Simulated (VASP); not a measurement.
Wanted: the native input for a VASP 6.6.1 run.

```yaml
Task: single point
Functional: LDA
Potentials_or_basis: VASP PAW LDA potentials, release 64 (O, H, C, N)
Cutoff: 520 eV
k_mesh: 1 × 1 × 1
Occupations: fermi-dirac, width 0.05 eV
Spin: no spin polarisation
Dipole_correction: no
Further_INCAR_settings: LREAL = Auto; ALGO = Normal; EDIFF = 1e-06; NBANDS = 72
```

The structure of H23C2NO10 lies in POSCAR:

```
H23C2NO10
1.0
    7.5225990000      0.0000000000      0.0000000000
    0.0000000000      7.5225990000      0.0000000000
    0.0000000000      0.0000000000      7.5225990000
O H C N
10 23 2 1
Direct
    0.3419562840      0.4002207216      0.2053279724
    0.3906096816      0.5848111803      0.7668227430
    0.2170393504      0.6929652903      0.1520883939
    0.4121846718      0.9702098969      0.6721347237
    0.8271609320      0.3254726192      0.8588521068
    0.9030256697      0.1188684921      0.1554515933
    0.9205860900      0.6061468915      0.2874671374
    0.2575705551      0.2452210998     -0.1453487020
    0.0599393906      0.2964533933      0.3816765987
    0.6256082506      0.1732247060      0.3695265426
    0.3260309369      0.5286736672      0.1890038270
    0.3387658973      0.3192513651      0.0949671782
    0.3775556826      0.4505091924      0.7743068586
    0.3117007832      0.6084067488      0.6585888733
    0.2185547841      0.6038471544      0.0421662779
    0.1039002611      0.6662590948      0.2065376607
    0.4196023210      0.9967964529      0.5448117067
    0.5051179785      0.8901178968      0.7118683317
    0.8551166957      0.4497780621      0.9005265334
    0.7296281511      0.3325579364      0.7690028406
    0.8721719714      0.1379975192      0.0252306417
    0.8676921367     -0.0091590686      0.1658336434
    0.8429799329      0.5605509479      0.1846037520
    0.9591365963      0.4781326241      0.3385532048
    0.3169117482      0.1246377748     -0.2167203117
    0.1265254203      0.2647223386     -0.1818121636
    0.0099300787      0.2230877919      0.2831999951
    0.1864781042      0.3328370953      0.3400952251
    0.5906469293      0.2628081066      0.4557866237
    0.6850292033      0.2454204990      0.2856326650
    1.0714647956      0.9345307386      0.6963417829
    0.9004467738      0.9006860528      0.5275969117
    0.8863160192      1.0855689636      0.6923803861
    0.9106560113      0.9390371599      0.6668705856
    0.8890145547      0.8132428699      0.7981549994
    0.8760801952      0.7009412571      0.9028262705
```

These files were run (other wordings do the same):

INCAR

```
ALGO = Normal
EDIFF = 1E-6
ENCUT = 520
ISIF = 2
ISMEAR = -1
LASPH = True
LCHARG = True
LELF = True
LREAL = Auto
LVHAR = True
LWAVE = False
NBANDS = 72
NELM = 60
PREC = Accurate
SIGMA = 0.05
```

KPOINTS

```
k-points
0
Gamma
  1 1 1
```

Potentials or basis: VASP PAW LDA potentials, release 64 (O, H, C, N).

Command:

```bash
$ cat potpaw_LDA.64/O/POTCAR potpaw_LDA.64/H/POTCAR potpaw_LDA.64/C/POTCAR potpaw_LDA.64/N/POTCAR > POTCAR
$ mpirun -np 1 vasp_gam > vasp.out
```

Results of the run:

```json
{
  "Pressure": "-2.5 GPa",
  "Largest force": "4.636 eV/Å",
  "Band gap on the k mesh": "3.34 eV"
}
```

Caveat: the k points lie up to 0.84 Å⁻¹ apart.

It took 100 s on 1 thread of Intel Xeon 8259CL, on a shared host, peak memory 0.31 GiB.
